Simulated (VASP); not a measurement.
# Ge (Im-3m) in VASP: notebook, part 2 of 2

VASP 6.6.1. Earlier steps stand in the parts before.

**3. Single point, PBE (Sn replaced by Ge, lengths x 0.918, strained)**

Input file INCAR:

```
ALGO     = Normal         # electronic algorithm
EDIFF    = 1E-6           # SCF threshold, eV
ENCUT    = 520            # plane-wave cutoff, eV
GGA      = PE             # functional
ISIF     = 2              # what is computed and relaxed
ISMEAR   = 0              # smearing method
LASPH    = T              # aspherical terms in the spheres
LCHARG   = T              # write CHGCAR
LELF     = T              # ELF
LREAL    = F              # projectors in reciprocal space
LVHAR    = T            
LWAVE    = F              # write WAVECAR
NBANDS   = 13             # bands
NELM     = 60             # most SCF steps
PREC     = Accurate       # precision mode
SIGMA    = 0.1            # smearing width, eV
```

Input file KPOINTS:

```
k-points
0
Gamma
  16 16 16
```

Input file POSCAR:

```
Ge
1.0
   -1.8105033258      1.8105033258      1.8105033258
    1.8105033258     -1.8105033258      1.8105033258
    1.8105033258      1.8105033258     -1.8105033258
Ge
1
Direct
    0.0000000000      0.0000000000      0.0000000000
```

Potentials or basis: VASP PAW PBE potentials, release 64 (Ge_d).

Launch:

```console
cat potpaw_PBE.64/Ge_d/POTCAR > POTCAR
mpirun -np 1 vasp_std > vasp.out
```

OUTCAR:

```text
EDIFF = 1E-6
   ENCUT = 520
   GGA = PE
   ISIF = 2
   ISMEAR = 0
   LASPH = T
   LREAL = F
   NELM = 60
   PREC = Accurate

 ion  position               nearest neighbor table
   1  0.000  0.000  0.000-

  LATTYP: Found a body centered cubic cell.
 ALAT       =     3.6210066516

  Lattice vectors:

 A1 = (  -1.8105033258,   1.8105033258,   1.8105033258)
 A2 = (   1.8105033258,  -1.8105033258,   1.8105033258)
 A3 = (   1.8105033258,   1.8105033258,  -1.8105033258)

Analysis of symmetry for initial positions (statically):
=====================================================================
 Subroutine PRICEL returns:
 Original cell was already a primitive cell.

 Routine SETGRP: Setting up the symmetry group for a
 body centered cubic supercell.

 Subroutine GETGRP returns: Found 48 space group operations
 (whereof 48 operations were pure point group operations)
 out of a pool of 48 trial point group operations.

The static configuration has the point symmetry O_h .

Analysis of symmetry for dynamics (positions and initial velocities):
=====================================================================
 Subroutine PRICEL returns:
 Original cell was already a primitive cell.

 Routine SETGRP: Setting up the symmetry group for a
 body centered cubic supercell.

 Subroutine GETGRP returns: Found 48 space group operations
 (whereof 48 operations were pure point group operations)
 out of a pool of 48 trial point group operations.

The dynamic configuration has the point symmetry O_h .

 Subroutine INISYM returns: Found 48 space group operations
 (whereof 48 operations are pure point group operations),
 and found     1 'primitive' translations

----------------------------------------------------------------------------------------

                                     Primitive cell

  volume of cell :      23.7388

  direct lattice vectors                    reciprocal lattice vectors
[... 107 lines left out ...]
  Fermi-wavevector in a.u.,A,eV,Ry     =   1.372877  2.594361 25.644129  1.884790
  Thomas-Fermi vector in A             =   2.498444
   LORBIT       =      0    0 simple, 1 ext, 2 COOP (PROOUT), +10 PAW based schemes
   GGA     = PE    functional components
   LHFCALC =     F    Hartree Fock is set to
   AEXX    =    0.0000 exact exchange contribution
   IVDW    =     0    specifies the selected vdW correction
   LEPSILON=     F    determine dielectric tensor
   LRPA    =     F    only Hartree local field effects (RPA)
 non-spin polarized calculation
 Gauss-broadening in eV      SIGMA  =   0.10
  energy-cutoff  :      520.00
  volume of cell :       23.74
 maximum number of plane-waves:       682
   NGX = 11   NGY = 11   NGZ = 11

 number of electron      13.9999996 magnetization

 Free energy of the ion-electron system (eV)
  ---------------------------------------------------
  ext. energy  EPLUGINS =         0.00000000
  ---------------------------------------------------
  free energy    TOTEN  =        -4.04119122 eV

  energy without entropy =       -4.03835878  energy(sigma->0) =       -4.03977500

 E-fermi :   4.6077     XC(G=0): -10.1982

 val. band max:        4.5881461584   @ k =   0.3750   0.1875   0.0625
 cond. band min:       4.6132718815   @ k =   0.2500   0.2500   0.0000
 fundamental gap:      0.0251257231
 Fermi energy:         4.6076594673

 k-point     1 :       0.0000    0.0000    0.0000
  band No.  band energies     occupation
      1     -20.1896      2.00000
      2     -20.1896      2.00000
      3     -20.1896      2.00000
      4     -20.1468      2.00000
      5     -20.1468      2.00000
      6      -6.8966      2.00000
      7      11.5743      0.00000
      8      11.5743      0.00000
      9      11.5744      0.00000
     10      17.8957      0.00000
     11      17.8957      0.00000
     12      17.8957      0.00000
     13      18.3282      0.00000
[... 354 lines left out ...]
  band No.  band energies     occupation
      1     -20.1939      2.00000
      2     -20.1765      2.00000
      3     -20.1535      2.00000
      4     -20.1510      2.00000
      5     -20.1364      2.00000
      6      -3.8907      2.00000
      7       3.3718      2.00000
      8       5.8429      0.00000
      9       9.2968      0.00000
     10      14.6705      0.00000
     11      16.3792      0.00000
     12      19.5134      0.00000
     13      21.6884      0.00000

 [... further k-points ...]
[... 5 lines left out ...]
  --------------------------------------------------------------------------------------
  -------------------------------------------------------------------------------------
  Total       -1.2696252     -1.2696252     -1.2696252     -0.0000000      0.0000000      0.0000000
  in kB      -85.6896031    -85.6896031    -85.6896031     -0.0000000      0.0000000      0.0000000
  external PRESSURE =     -85.6896031 kB  Pullay stress =       0.0000000 kB

 VOLUME and BASIS-vectors are now :
 -----------------------------------------------------------------------------
  energy-cutoff  :      520.00
  volume of cell :       23.74
      direct lattice vectors                 reciprocal lattice vectors
    -1.810503326  1.810503326  1.810503326     0.000000000  0.276166297  0.276166297
     1.810503326 -1.810503326  1.810503326     0.276166297  0.000000000  0.276166297
     1.810503326  1.810503326 -1.810503326     0.276166297  0.276166297  0.000000000

 POSITION                                       TOTAL-FORCE (eV/Angst)
 -----------------------------------------------------------------------------------
      0.00000      0.00000      0.00000        -0.000000     -0.000000     -0.000000
 -----------------------------------------------------------------------------------
    total drift:                                0.000000      0.000000     -0.000000

  FREE ENERGIE OF THE ION-ELECTRON SYSTEM (eV)
  ---------------------------------------------------
  free  energy   TOTEN  =        -4.0411912186 eV

  energy  without entropy=       -4.0383587779  energy(sigma->0) =       -4.03977500
```

stdout:

```text
POSCAR found type information on POSCAR Ge
 POSCAR found :  1 types and       1 ions
 scaLAPACK will be used
 LDA part: xc-table for (Slater+PW92), standard interpolation
 POSCAR, INCAR and KPOINTS ok, starting setup
 FFT: planning ... GRIDC
 FFT: planning ... GRID_SOFT
 FFT: planning ... GRID
 WAVECAR not read
 entering main loop
```

Run time: 13 s. Hardware: 1 thread of Intel Xeon Platinum 8375C at 2.90GHz (Ice Lake), shared host; peak memory 0.17 GiB.

Results:

```
Free energy            : -4.0412 eV
Pressure               : -8.6 GPa
Band gap on the k mesh : zero (band 7 reaches 11.57 eV, above the bottom of band 8 at 2.42 eV)
```

Levels at points of the mesh, in eV from the Fermi level:
```
           k point  band 3  band 4  band 5  band 6  band 7  band 8  band 9  band 10  band 11  band 12
(0.00, 0.00, 0.00)  -24.80  -24.75  -24.75  -11.50    6.97    6.97    6.97    13.29    13.29    13.29
(0.50, 0.00, 0.00)  -24.76  -24.76  -24.73   -7.29   -4.16    3.42    5.46     8.09     8.94    16.90
(0.50, 0.50, 0.50)  -24.74  -24.74  -24.74   -4.07   -0.32   -0.32   -0.32     4.52     4.52    23.06
```

Caveat: the cell differs from its parent crystal (Sn replaced by Ge, lengths x 0.918, strained).
